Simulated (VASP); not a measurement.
Here is a VASP 6.6.1 calculation.

Contents of INCAR:

```
SYSTEM = SnBi2O5
  PREC = Accurate
  ENCUT = 520
  EDIFF = 1E-6
  ISMEAR = 0
  SIGMA = 0.1
  LREAL = Auto
  LASPH = .TRUE.
  NELM = 80
  ALGO = Normal
  ISIF = 2
  LWAVE = .FALSE.
  LCHARG = .FALSE.
  GGA = PE
  NBANDS = 88
```

KPOINTS

```
Automatic mesh
0
G
  4 4 2
  0 0 0
```

File POSCAR:

```
SnBi2O5
1.0
   -4.1698466549      0.0000000000      0.0000000000
    2.0849233274     -6.2012986061      0.0000000000
    0.0000000000      0.0000000000     10.7378446703
Sn Bi O
2 4 10
Direct
    0.1702467957      0.3404935915      0.7500000000
    0.8297532043      0.6595064085      0.2500000000
    0.8611002171      0.7222004343      0.9294936789
    0.8611002171      0.7222004343      0.5705063211
    0.1388997829      0.2777995657      0.4294936789
    0.1388997829      0.2777995657      0.0705063211
    0.2782507654      0.5565015307      0.9136014042
    0.0583123346      0.1166246692      0.8882536496
    0.2782507654      0.5565015307      0.5863985958
    0.0583123346      0.1166246692      0.6117463504
    0.7145792503      0.4291585006      0.7500000000
    0.7217492346      0.4434984693      0.4136014042
    0.9416876654      0.8833753308      0.3882536496
    0.7217492346      0.4434984693      0.0863985958
    0.9416876654      0.8833753308      0.1117463504
    0.2854207497      0.5708414994      0.2500000000
```

Potentials or basis: VASP PAW PBE potentials, release 64 (Sn_d, Bi_d, O).

Launch:

```sh
$ cat potpaw_PBE.64/Sn_d/POTCAR potpaw_PBE.64/Bi_d/POTCAR potpaw_PBE.64/O/POTCAR > POTCAR
$ mpirun -np 1 vasp_std > vasp.out
```

(1) What does it give for the pressure?

(2) Estimate the largest force.

(3) Predict the band gap on the k mesh.

Answers

(1) 0.2 GPa.

(2) 0.058 eV/Å.

(3) 1.93 eV (least direct gap 1.98 eV).

Caveat: spin-orbit coupling is left out, which moves the levels of the heavy elements.
